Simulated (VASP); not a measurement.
Input of a VASP 6.6.1 run:

The input INCAR:

```
SYSTEM = CuSi16
ALGO = Normal
EDIFF = 1E-6
ENCUT = 520
GGA = PE
ISIF = 2
ISMEAR = 0
LASPH = .True.
LCHARG = .True.
LELF = .True.
LREAL = Auto
LVHAR = .True.
LWAVE = .False.
NBANDS = 52
NELECT = 74.0
NELM = 60
PREC = Accurate
SIGMA = 0.05
```

File KPOINTS:

```
k-points
0
Gamma
  2 2 2
  0 0 0
```

POSCAR

```
CuSi16
1.0
    0.0000000000      5.4300000000      5.4300000000
    5.4300000000      0.0000000000      5.4300000000
    5.4300000000      5.4300000000      0.0000000000
Si Cu
16 1
Direct
    0.0054740331     -0.0018627993     -0.0020685083
    0.1356313076      0.1211644567      0.1181506446
   -0.0044224678     -0.0122206262      0.5080034991
    0.1195389503      0.1195901473      0.6240897790
   -0.0019239411      0.5068318600     -0.0142093923
    0.1188015654      0.6253048803      0.1187494475
   -0.0145825967      0.4925768877      0.4926203499
    0.1119950276      0.6167646409      0.6129458564
    0.5034870166      0.0133081952      0.0205140884
    0.6324242173      0.1390516575      0.1380094843
    0.4918429098     -0.0007751381      0.5130965009
    0.6112489871      0.1170248619      0.6495885820
    0.4911955801      0.5125434622     -0.0016799263
    0.6140064457      0.6446837937      0.1168370166
    0.4822526703      0.5031535912      0.5069443831
    0.6129046961      0.6265662063      0.6245671271
    0.7782182320      0.2866123389      0.2897200737
```

Potentials or basis: VASP PAW PBE potentials, release 64 (Si, Cu).

Command:

```sh
$ cat potpaw_PBE.64/Si/POTCAR potpaw_PBE.64/Cu/POTCAR > POTCAR
$ mpirun -np 1 vasp_std > vasp.out
```

Question: Predict the largest force.

Answer: 0.077 eV/Å.

Forces on the atoms (eV/Å):
```
Si   0.012  0.000 -0.008
Si  -0.013  0.000  0.017
Si   0.000  0.003  0.009
Si   0.001  0.009  0.003
Si   0.001  0.016 -0.005
Si   0.002 -0.002  0.015
Si   0.001  0.006  0.004
Si   0.015  0.002  0.010
Si   0.008  0.015  0.005
Si  -0.004 -0.008  0.005
Si  -0.005 -0.001  0.005
Si   0.017  0.004 -0.022
Si  -0.007  0.010 -0.010
Si   0.006 -0.024  0.009
Si   0.003  0.007  0.001
Si   0.010  0.001  0.008
Cu  -0.046 -0.038 -0.048
```

Caveat: the k points lie up to 0.50 Å⁻¹ apart; the cell carries a net charge on a neutralising background, which shifts energy and pressure.
